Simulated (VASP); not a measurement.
Runs of VASP 6.6.1 on InAs. The structure is that of space group F-43m (No. 216), or close to it. The cells are those of the table. 

```tsv
task	level	potentials or basis	cell	k mesh	cutoff (eV)	grid for exact exchange (PRECFOCK)	share of exact exchange	screening parameter	gap on the mesh (eV)	pressure (GPa)	relaxed volume (Å³/atom)
relaxation of cell and atoms	LDA	VASP PAW LDA potentials, release 64 (In_d, As)	relaxed from a = 4.376 Å, angles 60.0°, 2 atoms	6 × 6 × 6	600	-	-	-	none	0.0	(a)
relaxation of cell and atoms	PBEsol	VASP PAW PBE potentials, release 64 (In_d, As)	relaxed from a = 4.376 Å, angles 60.0°, 2 atoms	6 × 6 × 6	600	-	-	-	none	0.0	28.29
single point	HSE06	VASP PAW PBE potentials, release 64 (In_d, As)	a = 4.322 Å, angles 60.0°, 2 atoms	4 × 4 × 4	520	Normal	0.25	0.2079 1/Å	0.39	-0.2	-
single point	PBEsol	VASP PAW PBE potentials, release 64 (In_d, As)	a = 4.306 Å, angles 60.0°, 2 atoms	6 × 6 × 6	520	-	-	-	none	(b)	-
single point	r2SCAN	VASP PAW PBE potentials, release 64 (In_d, As)	a = 4.320 Å, angles 60.0°, 2 atoms	6 × 6 × 6	520	-	-	-	0.08	0.0	-
```

Alike in all rows: no spin polarisation; smearing fermi-dirac 0.02 eV.

**Question.** Estimate the missing entries.

**Answer.** (a) 27.47; (b) 0.1.

Caveats: some runs use coarse meshes; spin-orbit coupling is left out, which moves the levels of the heavy elements; the PAW data sets were made with another functional, which shifts forces and pressure a little (at least some runs); semilocal functionals underestimate gaps, so a narrow gap can read as zero (at least some runs).

A k mesh can miss the band edges, and the runs leave out spin-orbit coupling on As, In.

A gap of «none» marks levels without a gap at the run's occupations.
